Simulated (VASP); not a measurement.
# NaH (I4/mmm) in VASP: notebook

Runs on NaH. Level: r2SCAN. Tasks: single point.

Program: VASP 6.6.1. These are calculated values, not measurements. Logs are shortened: lines on timing, memory, paths and dates and some standing lists are left out, and cuts for length are marked.

## 1. The cell of the first run

Symmetry: I4/mmm, No. 139, tetragonal system. The conventional cell has a = 3.512 Å, b = 3.512 Å, c = 4.868 Å, α = 90.00°, β = 90.00°, γ = 90.00°. Within 3.2 Å of Na (site symmetry 4/mmm) lie 6 H at 2.43 to 2.48 Å. H (site symmetry 4/mmm) has 6 Na at 2.43 to 2.48 Å within 3.2 Å.

## 2. Single point, r2SCAN (15.01 Å³/atom)

Contents of POSCAR:

```
NaH
1.0
    0.0000000000      2.4833691736      2.4341984639
    2.4833691736      0.0000000000      2.4341984639
    2.4833691736      2.4833691736      0.0000000000
Na H
1 1
Direct
    0.0000000000      0.0000000000      0.0000000000
    0.5000000000      0.5000000000      0.5000000000
```

Contents of INCAR.step1:

```
ALGO     = Normal         # electronic algorithm
EDIFF    = 1E-4           # SCF threshold, eV
ENCUT    = 520            # plane-wave cutoff, eV
GGA      = PE             # functional
ISMEAR   = -1             # smearing method
LASPH    = True           # aspherical terms in the spheres
LCHARG   = False          # write CHGCAR
LREAL    = False          # projectors in reciprocal space
LWAVE    = True           # write WAVECAR
NBANDS   = 11             # bands
NELM     = 60             # most SCF steps
PREC     = Accurate       # precision mode
SIGMA    = 0.2            # smearing width, eV
```

Contents of INCAR.step2:

```
ALGO     = Normal         # electronic algorithm
EDIFF    = 1E-6           # SCF threshold, eV
ENCUT    = 520            # plane-wave cutoff, eV
ISIF     = 2              # what is computed and relaxed
ISMEAR   = -1             # smearing method
ISTART   = 1            
LASPH    = True           # aspherical terms in the spheres
LCHARG   = False          # write CHGCAR
LMIXTAU  = True         
LREAL    = False          # projectors in reciprocal space
LWAVE    = False          # write WAVECAR
METAGGA  = R2SCAN         # meta-GGA
NBANDS   = 11             # bands
NELM     = 60             # most SCF steps
PREC     = Accurate       # precision mode
SIGMA    = 0.2            # smearing width, eV
```

Contents of KPOINTS:

```
k-points
0
Gamma
  10 10 10
```

Potentials or basis: VASP PAW PBE potentials, release 64 (Na_pv, H).

Started as:

```bash
cat potpaw_PBE.64/Na_pv/POTCAR potpaw_PBE.64/H/POTCAR > POTCAR
cp INCAR.step1 INCAR
mpirun -np 1 vasp_std > vasp.out
cp INCAR.step2 INCAR
mpirun -np 1 vasp_std > vasp.out
```

OUTCAR:

```text
EDIFF = 1E-6
   ENCUT = 520
   ISIF = 2
   ISMEAR = -1
   ISTART = 1
   LASPH = True
   LREAL = False
   METAGGA = R2SCAN
   NELM = 60
   PREC = Accurate

 ion  position               nearest neighbor table
   1  0.000  0.000  0.000-
   2  0.500  0.500  0.500-

  LATTYP: Found a body centered tetragonal cell.
 ALAT       =     3.5120143657
 C/A-ratio  =     1.3862121338

  Lattice vectors:

 A1 = (   0.0000000000,  -2.4833691736,  -2.4341984639)
 A2 = (   0.0000000000,   2.4833691736,  -2.4341984639)
 A3 = (   2.4833691736,   0.0000000000,   2.4341984639)

Analysis of symmetry for initial positions (statically):
=====================================================================
 Subroutine PRICEL returns:
 Original cell was already a primitive cell.

 Routine SETGRP: Setting up the symmetry group for a
 body centered tetragonal supercell.

 Subroutine GETGRP returns: Found 16 space group operations
 (whereof 16 operations were pure point group operations)
 out of a pool of 16 trial point group operations.

The static configuration has the point symmetry D_4h.

Analysis of symmetry for dynamics (positions and initial velocities):
=====================================================================
 Subroutine PRICEL returns:
 Original cell was already a primitive cell.

 Routine SETGRP: Setting up the symmetry group for a
 body centered tetragonal supercell.

 Subroutine GETGRP returns: Found 16 space group operations
 (whereof 16 operations were pure point group operations)
 out of a pool of 16 trial point group operations.

The dynamic configuration has the point symmetry D_4h.

 Subroutine INISYM returns: Found 16 space group operations
 (whereof 16 operations are pure point group operations),
 and found     1 'primitive' translations

----------------------------------------------------------------------------------------

                                     Primitive cell

  volume of cell :      30.0240

  direct lattice vectors                    reciprocal lattice vectors
     0.000000000  2.483369174  2.434198464    -0.201339376  0.201339376  0.205406423
     2.483369174  0.000000000  2.434198464     0.201339376 -0.201339376  0.205406423
     2.483369174  2.483369174  0.000000000     0.201339376  0.201339376 -0.205406423

  length of vectors
     3.477419246  3.477419246  3.512014366     0.351093844  0.351093844  0.351093844

[... 80 lines left out ...]
   EDIFF  = 0.1E-05   stopping-criterion for ELM
   LREAL  =      F    real-space projection
[... 7 lines left out ...]
   TEBEG  =    0.0;   TEEND  =   0.0 temperature during run
   PSTRESS=    0.0 pullay stress
   NELECT =       8.0000    total number of electrons
   NUPDOWN=      -1.0000    fix difference up-down
   EMIN   =  10.00;   EMAX   =-10.00  energy-range for DOS
   EFERMI =   0.00;   METHOD = LEGACY
   ISMEAR =    -1;   SIGMA  =   0.20  broadening in eV -4-tet -1-fermi 0-gaus
   EFERMI_NEDOS =   21; number of points for ismear=-14 and -15
   IALGO  =     38    algorithm
   IMIX   =      4    mixing-type and parameters
     AMIX     =   0.40;   BMIX     =  1.00
     AMIX_MAG =   1.60;   BMIX_MAG =  1.00
  volume/ion in A,a.u.               =      15.01       101.31
  Fermi-wavevector in a.u.,A,eV,Ry     =   1.053453  1.990738 15.099255  1.109764
  Thomas-Fermi vector in A             =   2.188576
   LORBIT       =      0    0 simple, 1 ext, 2 COOP (PROOUT), +10 PAW based schemes
   METAGGA = R2SCAN    functional components
   LHFCALC =     F    Hartree Fock is set to
   AEXX    =    0.0000 exact exchange contribution
   IVDW    =     0    specifies the selected vdW correction
   LEPSILON=     F    determine dielectric tensor
   LRPA    =     F    only Hartree local field effects (RPA)
 non-spin polarized calculation
  energy-cutoff  :      520.00
  volume of cell :       30.02
 maximum number of plane-waves:       845
 NGX is ok and might be reduce to    28
   NGX = 13   NGY = 13   NGZ = 13

 number of electron       8.0000006 magnetization

 Free energy of the ion-electron system (eV)
  ---------------------------------------------------
  ext. energy  EPLUGINS =         0.00000000
  ---------------------------------------------------
  free energy    TOTEN  =        -7.58466266 eV

  energy without entropy =       -7.58465134  energy(sigma->0) =       -7.58465700

 E-fermi :   0.6922     XC(G=0):  -7.9116

 val. band max:       -1.6261366994   @ k =  -0.3000   0.5000   0.2000
 cond. band min:       2.6266213014   @ k =   0.5000   0.0000   0.0000
 fundamental gap:      4.2527580008
 Fermi energy:         0.6921660936

 k-point     1 :       0.0000    0.0000    0.0000
  band No.  band energies     occupation
      1     -24.6547      2.00000
      2     -24.6545      2.00000
      3     -24.6478      2.00000
      4      -5.0162      2.00000
      5       9.2401      0.00000
      6      14.2250      0.00000
      7      14.2250      0.00000
      8      14.3243      0.00000
      9      15.0162      0.00000
     10      15.0163      0.00000
     11      15.0561      0.00000
[... 309 lines left out ...]
 k-point    24 :       0.4000    0.3000    0.0000
  band No.  band energies     occupation
      1     -24.7009      2.00000
      2     -24.6754      2.00000
      3     -24.6745      2.00000
      4      -2.6215      2.00000
      5       4.6903      0.00000
      6       7.9369      0.00000
      7       9.7453      0.00000
      8      10.7526      0.00000
      9      12.6645      0.00000
     10      19.6268      0.00000
     11      20.9180      0.00000

 [... further k-points ...]

------------------------ aborting loop because EDIFF is reached ----------------------------------------

  FORCE on cell =-STRESS in cart. coord.  units (eV):
  Direction    XX          YY          ZZ          XY          YZ          ZX
  --------------------------------------------------------------------------------------
  -------------------------------------------------------------------------------------
  Total       -0.3926493     -0.3926493     -0.3040547      0.0000000     -0.0000000      0.0000000
  in kB      -20.9530336    -20.9530336    -16.2253380      0.0000000     -0.0000000      0.0000000
  external PRESSURE =     -19.3771351 kB  Pullay stress =       0.0000000 kB

 VOLUME and BASIS-vectors are now :
 -----------------------------------------------------------------------------
  energy-cutoff  :      520.00
  volume of cell :       30.02
      direct lattice vectors                 reciprocal lattice vectors
     0.000000000  2.483369174  2.434198464    -0.201339376  0.201339376  0.205406423
     2.483369174  0.000000000  2.434198464     0.201339376 -0.201339376  0.205406423
     2.483369174  2.483369174  0.000000000     0.201339376  0.201339376 -0.205406423

 POSITION                                       TOTAL-FORCE (eV/Angst)
 -----------------------------------------------------------------------------------
      0.00000      0.00000      0.00000        -0.000000      0.000000      0.000000
      2.48337      2.48337      2.43420         0.000000     -0.000000      0.000000
 -----------------------------------------------------------------------------------
    total drift:                               -0.000000      0.000000      0.000000

  FREE ENERGIE OF THE ION-ELECTRON SYSTEM (eV)
  ---------------------------------------------------
  free  energy   TOTEN  =        -7.5846626600 eV

  energy  without entropy=       -7.5846513441  energy(sigma->0) =       -7.58465700
```

OUTCAR.step1:

```text
EDIFF = 1E-4
   ENCUT = 520
   GGA = PE
   ISMEAR = -1
   LASPH = True
[... 558 lines left out ...]
      0.00000      0.00000      0.00000         0.000000     -0.000000     -0.000000
      2.48337      2.48337      2.43420         0.000000      0.000000      0.000000
 -----------------------------------------------------------------------------------
    total drift:                               -0.000000      0.000000      0.000000

  FREE ENERGIE OF THE ION-ELECTRON SYSTEM (eV)
  ---------------------------------------------------
  free  energy   TOTEN  =        -5.0797139335 eV

  energy  without entropy=       -5.0796699660  energy(sigma->0) =       -5.07969195
```

OSZICAR.step1:

```text
N       E                     dE             d eps       ncg     rms          rms(c)
DAV:   1     0.356878852352E+02    0.35688E+02   -0.45539E+03  2253   0.717E+02
DAV:   2    -0.422762527295E+01   -0.39916E+02   -0.39306E+02  2319   0.183E+02
DAV:   3    -0.549466156833E+01   -0.12670E+01   -0.12652E+01  2707   0.324E+01
DAV:   4    -0.550349898733E+01   -0.88374E-02   -0.88364E-02  2568   0.274E+00
DAV:   5    -0.550358343351E+01   -0.84446E-04   -0.84443E-04  2609   0.279E-01    0.314E+00
DAV:   6    -0.516324807367E+01    0.34034E+00   -0.34626E-01  2603   0.267E+00    0.144E+00
DAV:   7    -0.507461642038E+01    0.88632E-01   -0.33007E-01  2526   0.206E+00    0.360E-01
DAV:   8    -0.507985048629E+01   -0.52341E-02   -0.10782E-02  2409   0.927E-01    0.724E-02
DAV:   9    -0.507972602261E+01    0.12446E-03   -0.13001E-03  2727   0.359E-01    0.228E-02
DAV:  10    -0.507971393348E+01    0.12089E-04   -0.67430E-05  1548   0.518E-02
   1 F= -.50797139E+01 E0= -.50796919E+01  d E =-.439675E-04
```

Wall time 85 s (1 thread of AMD EPYC 9R45 (Zen 5), shared host); peak memory 0.14 GiB.

What came out:

| Property | Result |
| --- | --- |
| Free energy | -7.5847 eV |
| Pressure | -1.9 GPa |
| Band gap on the k mesh | 4.25 eV (least direct gap 5.06 eV) |

Stress tensor (GPa, compression positive):
```
-2.10  0.00  0.00
 0.00 -2.10  0.00
 0.00  0.00 -1.62
```

Caveat: the PAW data sets were made with another functional, which shifts forces and pressure a little. A k mesh can miss the band edges.

## 3. Single point, r2SCAN (15.43 Å³/atom)

This run uses another cell than the first one, of 15.43 Å³/atom.

Contents of POSCAR:

```
NaH
1.0
    0.0000000000      2.4563001768      2.5567628541
    2.4563001768      0.0000000000      2.5567628541
    2.4563001768      2.4563001768      0.0000000000
Na H
1 1
Direct
    0.0000000000      0.0000000000      0.0000000000
    0.5000000000      0.5000000000      0.5000000000
```

Contents of INCAR.step1:

```
SYSTEM = NaH
PREC     = Accurate       ! precision mode
ENCUT    = 520            ! plane-wave cutoff, eV
ISMEAR   = -1             ! smearing method
SIGMA    = 0.2            ! smearing width, eV
LREAL    = .FALSE.        ! projectors in reciprocal space
LASPH    = .TRUE.         ! aspherical terms in the spheres
NELM     = 100            ! most SCF steps
NBANDS   = 11             ! bands
GGA      = PE             ! functional
ALGO     = Normal         ! electronic algorithm
EDIFF    = 1E-4           ! SCF threshold, eV
LWAVE    = .TRUE.         ! write WAVECAR
LCHARG   = .FALSE.        ! write CHGCAR
```

Contents of INCAR.step2:

```
SYSTEM = NaH
PREC     = Accurate       ! precision mode
ENCUT    = 520            ! plane-wave cutoff, eV
EDIFF    = 1E-7           ! SCF threshold, eV
ISMEAR   = -1             ! smearing method
SIGMA    = 0.2            ! smearing width, eV
LREAL    = .FALSE.        ! projectors in reciprocal space
LASPH    = .TRUE.         ! aspherical terms in the spheres
NELM     = 100            ! most SCF steps
ALGO     = Normal         ! electronic algorithm
ISIF     = 2              ! what is computed and relaxed
LWAVE    = .FALSE.        ! write WAVECAR
LCHARG   = .FALSE.        ! write CHGCAR
METAGGA  = R2SCAN         ! meta-GGA
LMIXTAU  = .TRUE.       
NBANDS   = 11             ! bands
ISTART   = 1
```

Contents of KPOINTS:

```
regular mesh
0
G
  10 10 10
  0 0 0
```

Potentials or basis: VASP PAW PBE potentials, release 64 (Na_pv, H).

Started as:

```bash
cat potpaw_PBE.64/Na_pv/POTCAR potpaw_PBE.64/H/POTCAR > POTCAR
cp INCAR.step1 INCAR
mpirun -np 1 vasp_std > vasp.out
cp INCAR.step2 INCAR
mpirun -np 1 vasp_std > vasp.out
```

It took 1.7 min on 1 thread of AMD EPYC 9R45 (Zen 5), shared host; peak memory 0.14 GiB.

It converged, with:

- Free energy: -7.5718 eV
- Pressure: -2.4 GPa
- Band gap on the k mesh: 4.20 eV (least direct gap 4.98 eV)

Stress tensor (GPa, compression positive):
```
-2.18  0.00  0.00
 0.00 -2.18  0.00
 0.00  0.00 -2.98
```

Levels at points of the mesh, in eV from the valence-band top:
| k point | band 1 | band 2 | band 3 | band 4 | band 5 | band 6 | band 7 | band 8 |
| --- | --- | --- | --- | --- | --- | --- | --- | --- |
| (0.00, 0.00, 0.00) | -23.10 | -23.09 | -23.09 | -3.33 | 10.60 | 15.55 | 15.75 | 15.75 |
| (0.50, 0.00, 0.00) | -23.16 | -23.11 | -23.09 | -0.81 | 4.20 | 11.02 | 13.04 | 13.63 |
| (0.50, 0.50, 0.00) | -23.16 | -23.11 | -23.11 | -0.30 | 4.68 | 10.60 | 11.14 | 11.14 |
| (0.50, 0.00, 0.50) | -23.15 | -23.12 | -23.12 | -0.11 | 5.14 | 10.23 | 10.62 | 10.68 |

Caveat: the PAW data sets were made with another functional, which shifts forces and pressure a little. r2SCAN opens gaps a little over a GGA but as a rule still falls short of measured ones.

(Part 1 of 2 ends here.)
